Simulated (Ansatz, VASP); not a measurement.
**MgS in VASP and in Ansatz**

File INCAR:

```
PREC     = Accurate       # precision mode
ENCUT    = 520            # plane-wave cutoff, eV
EDIFF    = 1E-6           # SCF threshold, eV
ISMEAR   = -1             # smearing method
SIGMA    = 0.02           # smearing width, eV
LREAL    = F              # projectors in reciprocal space
LASPH    = T              # aspherical terms in the spheres
NELM     = 60             # most SCF steps
ALGO     = Normal         # electronic algorithm
ISIF     = 2              # what is computed and relaxed
LWAVE    = F              # write WAVECAR
LCHARG   = T              # write CHGCAR
GGA      = PE             # functional
LELF     = T              # ELF
LVHAR    = T            
NBANDS   = 11             # bands
```

KPOINTS

```
Automatic mesh
0
Gamma
  6 6 6
```

File POSCAR:

```
MgS
1.0
    3.3064371065      0.0000000000      0.0000000000
    0.0000000000      3.3064371065      0.0000000000
    0.0000000000      0.0000000000      3.3064371065
Mg S
1 1
Direct
    0.0000000000      0.0000000000      0.0000000000
    0.5000000000      0.5000000000      0.5000000000
```

Input for Ansatz:

```yaml
crystal:
  lattice:
    - [3.3064371065, 0.0, 0.0]
    - [0.0, 3.3064371065, 0.0]
    - [0.0, 0.0, 3.3064371065]
  atoms:
    - { symbol: Mg, position: [0.0, 0.0, 0.0] }
    - { symbol: S, position: [0.5, 0.5, 0.5] }
kpoints:
  mp_grid: { grid: [6, 6, 6] }
hamiltonian:
  xc: pbe
scf:
  occupations: { method: fermi_dirac, width: 0.02 }
  n_extra_bands: 4
output:
  forces: true
  stress: true
  eigenvalues: true
```

Alike in both runs: task single point; functional PBE; k mesh 6 × 6 × 6; occupations fermi-dirac, width 0.02 eV; no spin polarisation.

|  | VASP | Ansatz |
| --- | --- | --- |
| version | VASP 6.6.1 | Ansatz 0.2.0 |
| potentials or method | VASP PAW PBE potentials, release 64 (Mg, S) | plane waves, PAW |
| plane-wave cutoff (eV) | 520 | 420 |
| valence electrons in the cell | 8 | 16 |

VASP gave:

```
pressure (GPa) : -2.2
```

Question: Estimate Ansatz's values.

Answer: Pressure (GPa): -1.9.

The functional is the same, so the differences come from potentials, cutoffs and numerics. VASP's potentials hold 8 valence electrons a cell and Ansatz's 16, so a difference there can come from the potentials and not from the codes.
